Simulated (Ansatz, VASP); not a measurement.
**Two plane-wave programs on Hf**

```xyz
2
Lattice="0.0000 3.2712 3.2712 3.2712 0.0000 3.2712 3.2712 3.2712 0.0000" Properties=species:S:1:pos:R:3 pbc="T T T"
Hf    1.6356    1.6356    1.6356
Hf    0.0000    0.0000    0.0000
```

Alike in both runs: functional PBE; k mesh 10 × 10 × 10; occupations gaussian, width 0.1 eV; no spin polarisation.

Ansatz relaxed the structure, and its values are those at the end. VASP's run is a single point on that final structure, the one shown.

```csv
,VASP,Ansatz
version,VASP 6.6.1,Ansatz 0.2.0
potentials or method,"VASP PAW PBE potentials, release 64 (Hf_pv), cutoff 520 eV","scalar-relativistic, plane waves, PAW"
valence electrons in the cell,20,52
```

```tsv
	VASP	Ansatz	Ansatz less VASP
gap on the k mesh at the Fermi level (eV)	none	none	-
pressure (GPa)	-0.2	0.0	+0.22
```

A gap of «none» marks a metal or a gap that the smearing closes. VASP's potentials hold 20 valence electrons a cell and Ansatz's 52, so a difference there can come from the potentials and not from the codes.

Spin-orbit coupling is off throughout.
